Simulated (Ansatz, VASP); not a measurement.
## One calculation of In3B2As, two programs

The input INCAR:

```
PREC = Accurate ; ENCUT = 600
EDIFF = 1E-7 ; ISMEAR = 0
SIGMA = 0.1 ; LREAL = F
LASPH = T ; NELM = 80
ALGO = Normal ; ISIF = 3
LWAVE = F ; LCHARG = F
GGA = PE ; IBRION = 2
NSW = 90 ; EDIFFG = -0.04
```

File KPOINTS:

```
Automatic mesh
0
Gamma
  6 6 4
```

File POSCAR:

```
In3B2As
1.0
    5.6168027400      0.0000000000      0.0000000000
   -2.8084013700      4.8642938600      0.0000000000
    0.0000000000      0.0000000000      4.0174014500
In B As
3 2 1
Direct
    0.5000000000      0.0000000000      0.5000000000
    0.0000000000      0.5000000000      0.5000000000
    0.5000000000      0.5000000000      0.5000000000
    0.3333333300      0.6666666700      0.0000000000
    0.6666666700      0.3333333300      0.0000000000
    0.0000000000      0.0000000000      0.0000000000
```

Input for Ansatz:

```yaml
crystal:
  lattice:
    - [5.61680274, 0.0, 0.0]
    - [-2.80840137, 4.86429386, 0.0]
    - [0.0, 0.0, 4.01740145]
  atoms:
    - { symbol: In, position: [0.5, 0.0, 0.5] }
    - { symbol: In, position: [0.0, 0.5, 0.5] }
    - { symbol: In, position: [0.5, 0.5, 0.5] }
    - { symbol: B, position: [0.33333333, 0.66666667, 0.0] }
    - { symbol: B, position: [0.66666667, 0.33333333, 0.0] }
    - { symbol: As, position: [0.0, 0.0, 0.0] }
basis:
  ecutwfc: 420
kpoints:
  mp_grid: { grid: [6, 6, 4] }
hamiltonian:
  xc: pbe
scf:
  occupations: { method: gaussian, width: 0.1 }
  lower_state_search: "off"
output:
  forces: true
  stress: true
  eigenvalues: true
relax:
  adjacent_minimum: "off"
  f_tol: 0.04
  max_steps: 70
  cell: { stress_tol: 0.4 }
```

Change from the starting cell: species swapped into the NdGa2Pt3 type (P6/mmm, No. 191).

Alike in both runs: task relaxation of cell and atoms; functional PBE; k mesh 6 × 6 × 4; occupations gaussian, width 0.1 eV; no spin polarisation.

|  | VASP | Ansatz |
| --- | --- | --- |
| version | VASP 6.6.1 | Ansatz 0.2.0 |
| potentials or method | VASP PAW PBE potentials, release 64 (In_d, B, As), cutoff 600 eV | scalar-relativistic, plane waves, PAW |
| valence electrons in the cell | 50 | 60 |

Ansatz gave:

| Quantity | Value |
| --- | --- |
| gap on the k mesh at the Fermi level, each at its own relaxed structure (eV) | none |
| relaxed volume (Å³/atom) | 19.96 |
| relaxed cell length with the largest relative difference (Å) | 6.511 |

Q: What did VASP give for the same quantities?

A: gap on the k mesh at the Fermi level, each at its own relaxed structure (eV): none; relaxed volume (Å³/atom): 20.06; relaxed cell length with the largest relative difference (Å): 6.530.

A gap of «none» marks a metal or a gap that the smearing closes. VASP's potentials hold 50 valence electrons a cell and Ansatz's 60, so a difference there can come from the potentials and not from the codes.

The k mesh is coarse, so the values compare programs but aren't converged.
